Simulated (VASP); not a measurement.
# C (Fmmm) in VASP: single point with r2SCAN

Aim: the single point of C with r2SCAN.

All numbers are computed with VASP 6.6.1; they aren't measurements. Logs are shortened: lines on timing, memory, paths and dates and some standing lists are left out, and cuts for length are marked.

## (1) The cell of the first run

The structure is orthorhombic, space group Fmmm (No. 69). The conventional cell has a = 2.456 Å, b = 4.254 Å, c = 6.696 Å, α = 90.00°, β = 90.00°, γ = 90.00°. C (site symmetry m2m) has 3 C at 1.42 Å within 1.9 Å.

## (2) Single point, r2SCAN

File POSCAR:

```
C
1.0
    0.0000000000      2.1270000000      3.3480000000
    1.2280000000      0.0000000000      3.3480000000
    1.2280000000      2.1270000000      0.0000000000
C
2
Direct
    0.1666666667      0.8333333333      0.1666666667
    0.8333333333      0.1666666667      0.8333333333
```

File INCAR.step1:

```
SYSTEM = C
ALGO     = Normal         ! electronic algorithm
EDIFF    = 1E-4           ! SCF threshold, eV
ENCUT    = 520            ! plane-wave cutoff, eV
GGA      = PE             ! functional
ISMEAR   = -1             ! smearing method
LASPH    = .True.         ! aspherical terms in the spheres
LCHARG   = .False.        ! write CHGCAR
LREAL    = .False.        ! projectors in reciprocal space
LWAVE    = .True.         ! write WAVECAR
NBANDS   = 11             ! bands
NELM     = 100            ! most SCF steps
PREC     = Accurate       ! precision mode
SIGMA    = 0.05           ! smearing width, eV
```

File INCAR.step2:

```
SYSTEM = C
ALGO     = Normal         ! electronic algorithm
EDIFF    = 1E-6           ! SCF threshold, eV
ENCUT    = 520            ! plane-wave cutoff, eV
ISIF     = 2              ! what is computed and relaxed
ISMEAR   = -1             ! smearing method
ISTART   = 1            
LASPH    = .True.         ! aspherical terms in the spheres
LCHARG   = .False.        ! write CHGCAR
LMIXTAU  = .True.       
LREAL    = .False.        ! projectors in reciprocal space
LWAVE    = .False.        ! write WAVECAR
METAGGA  = R2SCAN         ! meta-GGA
NBANDS   = 11             ! bands
NELM     = 100            ! most SCF steps
PREC     = Accurate       ! precision mode
SIGMA    = 0.05           ! smearing width, eV
```

File KPOINTS:

```
k-points
0
Gamma
  11 11 11
  0 0 0
```

Potentials or basis: VASP PAW PBE potentials, release 64 (C).

The run is started by

```
cat potpaw_PBE.64/C/POTCAR > POTCAR
cp INCAR.step1 INCAR
mpirun -np 1 vasp_std > vasp.out
cp INCAR.step2 INCAR
mpirun -np 1 vasp_std > vasp.out
```

OUTCAR:

```text
SYSTEM = C
   EDIFF = 1E-6
   ENCUT = 520
   ISIF = 2
   ISMEAR = -1
   ISTART = 1
   LASPH = .True.
   LREAL = .False.
   METAGGA = R2SCAN
   NELM = 100
   PREC = Accurate

 ion  position               nearest neighbor table
   1  0.167  0.833  0.167-   2 1.42   2 1.42   2 1.42
   2  0.833  0.167  0.833-   1 1.42   1 1.42   1 1.42

  LATTYP: Found a face centered orthorhombic cell.
 ALAT       =     2.4560000000
 B/A-ratio  =     1.7320846906
 C/A-ratio  =     2.7263843648

  Lattice vectors:

 A1 = (   0.0000000000,   2.1270000000,   3.3480000000)
 A2 = (   1.2280000000,   0.0000000000,   3.3480000000)
 A3 = (   1.2280000000,   2.1270000000,   0.0000000000)

Analysis of symmetry for initial positions (statically):
=====================================================================
 Subroutine PRICEL returns:
 Original cell was already a primitive cell.

 Routine SETGRP: Setting up the symmetry group for a
 face centered orthorhombic supercell.

 Subroutine GETGRP returns: Found  8 space group operations
 (whereof  8 operations were pure point group operations)
 out of a pool of  8 trial point group operations.

The static configuration has the point symmetry D_2h.

Analysis of symmetry for dynamics (positions and initial velocities):
=====================================================================
 Subroutine PRICEL returns:
 Original cell was already a primitive cell.

 Routine SETGRP: Setting up the symmetry group for a
 face centered orthorhombic supercell.

 Subroutine GETGRP returns: Found  8 space group operations
 (whereof  8 operations were pure point group operations)
 out of a pool of  8 trial point group operations.

The dynamic configuration has the point symmetry D_2h.

 Subroutine INISYM returns: Found  8 space group operations
 (whereof  8 operations are pure point group operations),
 and found     1 'primitive' translations

----------------------------------------------------------------------------------------

                                     Primitive cell

  volume of cell :      17.4897

  direct lattice vectors                    reciprocal lattice vectors
     0.000000000  2.127000000  3.348000000    -0.407166124  0.235072873  0.149342891
     1.228000000  0.000000000  3.348000000     0.407166124 -0.235072873  0.149342891
     1.228000000  2.127000000  0.000000000     0.407166124  0.235072873 -0.149342891

  length of vectors
     3.966513961  3.566102635  2.456036034     0.493301943  0.493301943  0.493301943

  position of ions in fractional coordinates (direct lattice)
     0.166666667  0.833333333  0.166666667
     0.833333333  0.166666667  0.833333333
[... 82 lines left out ...]
   NFREE  =      0    steps in history (QN), initial steepest desc. (CG)
   ISIF   =      2    stress and relaxation
   ISYM   =      2    0-nonsym 1-usesym 2-fastsym
   POTIM  = 0.5000    time-step for ionic-motion
   TEBEG  =    0.0;   TEEND  =   0.0 temperature during run
   PSTRESS=    0.0 pullay stress
   NELECT =       8.0000    total number of electrons
   NUPDOWN=      -1.0000    fix difference up-down
   EMIN   =  10.00;   EMAX   =-10.00  energy-range for DOS
   EFERMI =   0.00;   METHOD = LEGACY
   ISMEAR =    -1;   SIGMA  =   0.05  broadening in eV -4-tet -1-fermi 0-gaus
   EFERMI_NEDOS =   21; number of points for ismear=-14 and -15
   IALGO  =     38    algorithm
   IMIX   =      4    mixing-type and parameters
     AMIX     =   0.40;   BMIX     =  1.00
     AMIX_MAG =   1.60;   BMIX_MAG =  1.00
  volume/ion in A,a.u.               =       8.74        59.01
  Fermi-wavevector in a.u.,A,eV,Ry     =   1.261376  2.383654 21.647797  1.591068
  Thomas-Fermi vector in A             =   2.394838
   LORBIT       =      0    0 simple, 1 ext, 2 COOP (PROOUT), +10 PAW based schemes
   METAGGA = R2SCAN    functional components
   LHFCALC =     F    Hartree Fock is set to
   AEXX    =    0.0000 exact exchange contribution
   IVDW    =     0    specifies the selected vdW correction
   LEPSILON=     F    determine dielectric tensor
   LRPA    =     F    only Hartree local field effects (RPA)
 non-spin polarized calculation
  energy-cutoff  :      520.00
  volume of cell :       17.49
 maximum number of plane-waves:       499
 NGX is ok and might be reduce to    30
   NGX = 15   NGY = 13   NGZ =  9

 number of electron       8.0000000 magnetization

 Free energy of the ion-electron system (eV)
  ---------------------------------------------------
  ext. energy  EPLUGINS =         0.00000000
  ---------------------------------------------------
  free energy    TOTEN  =       -19.86913228 eV

  energy without entropy =      -19.86912464  energy(sigma->0) =      -19.86912846

 E-fermi :   4.9630     XC(G=0): -11.1574

 val. band max:        4.6371496728   @ k =   0.4545  -0.1818   0.3636
 cond. band min:       5.3690511542   @ k =  -0.0909   0.2727   0.2727
 fundamental gap:      0.7319014814
 Fermi energy:         4.9629644882

 k-point     1 :       0.0000    0.0000    0.0000
  band No.  band energies     occupation
      1     -16.2659      2.00000
      2      -2.3029      2.00000
      3       1.5107      2.00000
      4       1.5393      2.00000
      5       9.1756      0.00000
      6      13.4382      0.00000
      7      13.5129      0.00000
      8      17.1547      0.00000
      9      18.0543      0.00000
     10      28.7271      0.00000
     11      31.6870      0.00000
[... 309 lines left out ...]
 k-point    24 :      -0.1818    0.1818    0.0000
  band No.  band energies     occupation
      1     -12.9825      2.00000
      2      -6.3198      2.00000
      3      -1.6391      2.00000
      4       1.1957      2.00000
      5       8.6536      0.00000
      6      12.6273      0.00000
      7      13.2833      0.00000
      8      22.0732      0.00000
      9      23.0585      0.00000
     10      23.9282      0.00000
     11      27.9272      0.00000

 [... further k-points ...]
[... 5 lines left out ...]
  --------------------------------------------------------------------------------------
  -------------------------------------------------------------------------------------
  Total        0.0744120      0.0825694      0.2097908      0.0000000      0.0000000      0.0000000
  in kB        6.8166701      7.5639478     19.2183327      0.0000000      0.0000000      0.0000000
  external PRESSURE =      11.1996502 kB  Pullay stress =       0.0000000 kB

 VOLUME and BASIS-vectors are now :
 -----------------------------------------------------------------------------
  energy-cutoff  :      520.00
  volume of cell :       17.49
      direct lattice vectors                 reciprocal lattice vectors
     0.000000000  2.127000000  3.348000000    -0.407166124  0.235072873  0.149342891
     1.228000000  0.000000000  3.348000000     0.407166124 -0.235072873  0.149342891
     1.228000000  2.127000000  0.000000000     0.407166124  0.235072873 -0.149342891

 POSITION                                       TOTAL-FORCE (eV/Angst)
 -----------------------------------------------------------------------------------
      1.22800      0.70900      3.34800         0.000000      0.035699      0.000000
      1.22800      3.54500      3.34800         0.000000     -0.035699      0.000000
 -----------------------------------------------------------------------------------
    total drift:                               -0.000000     -0.000000     -0.000000

  FREE ENERGIE OF THE ION-ELECTRON SYSTEM (eV)
  ---------------------------------------------------
  free  energy   TOTEN  =       -19.8691322751 eV

  energy  without entropy=      -19.8691246390  energy(sigma->0) =      -19.86912846
```

OUTCAR.step1:

```text
SYSTEM = C
   EDIFF = 1E-4
   ENCUT = 520
   GGA = PE
   ISMEAR = -1
[... 560 lines left out ...]
      1.22800      0.70900      3.34800         0.000000      0.037997      0.000000
      1.22800      3.54500      3.34800         0.000000     -0.037997      0.000000
 -----------------------------------------------------------------------------------
    total drift:                               -0.000000     -0.000000     -0.000000

  FREE ENERGIE OF THE ION-ELECTRON SYSTEM (eV)
  ---------------------------------------------------
  free  energy   TOTEN  =       -18.4162995894 eV

  energy  without entropy=      -18.4162880684  energy(sigma->0) =      -18.41629383
```

Run time: 3.9 min. Hardware: 1 thread of AMD EPYC 7R43 (Zen 3), shared host; peak memory 0.12 GiB.

What came out:

```
Free energy   : -19.8691 eV
Pressure      : 1.1 GPa
Largest force : 0.036 eV/Å
```

Forces on the atoms (eV/Å):
```
C    0.000  0.036  0.000
C    0.000 -0.036  0.000
```

Caveat: the PAW data sets were made with another functional, which shifts forces and pressure a little.
